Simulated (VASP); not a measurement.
Wanted: the native input for a VASP 6.6.1 run.

```
Task                   : single point
Functional             : LDA
Potentials or basis    : VASP PAW LDA potentials, release 64 (Sr_sv, Ti_sv, O)
Cutoff                 : 520 eV
k mesh                 : 6 × 6 × 6
Occupations            : gaussian, width 0.01 eV
Spin                   : no spin polarisation
Dipole correction      : no
Further INCAR settings : ALGO = Normal; EDIFF = 1e-06; NBANDS = 28
```

The structure of SrTiO3 lies in POSCAR:

```
SrTiO3
1.0
    3.9068514982      0.0000000000      0.0000000000
    0.0000000000      3.9068514982      0.0000000000
    0.0000000000      0.0000000000      3.9068514982
Sr Ti O
1 1 3
Direct
    0.5000000000      0.5000000000      0.5000000000
    0.0000000000      0.0000000000      0.0000000000
    0.5000000000      0.0000000000      0.0000000000
    0.0000000000      0.5000000000      0.0000000000
    0.0000000000      0.0000000000      0.5000000000
```

The input as run:

INCAR

```
  PREC = Accurate
  ENCUT = 520
  EDIFF = 1E-6
  ISMEAR = 0
  SIGMA = 0.01
  LREAL = False
  LASPH = True
  NELM = 80
  ALGO = Normal
  ISIF = 2
  LWAVE = False
  LCHARG = False
  GGA = CA
  NBANDS = 28
```

KPOINTS

```
regular mesh
0
Gamma
  6 6 6
```

Potentials or basis: VASP PAW LDA potentials, release 64 (Sr_sv, Ti_sv, O).

Launch:

```console
$ cat potpaw_LDA.64/Sr_sv/POTCAR potpaw_LDA.64/Ti_sv/POTCAR potpaw_LDA.64/O/POTCAR > POTCAR
$ mpirun -np 1 vasp_std > vasp.out
```

Results of the run:

- Pressure: -6.6 GPa
- Band gap on the k mesh: 1.75 eV (least direct gap 2.11 eV)

Caveat: the cell stands under tension.

It took 30 s on 1 thread of AMD EPYC 7R43 64-Core Processor (Zen 3), on a shared host, peak memory 0.13 GiB.
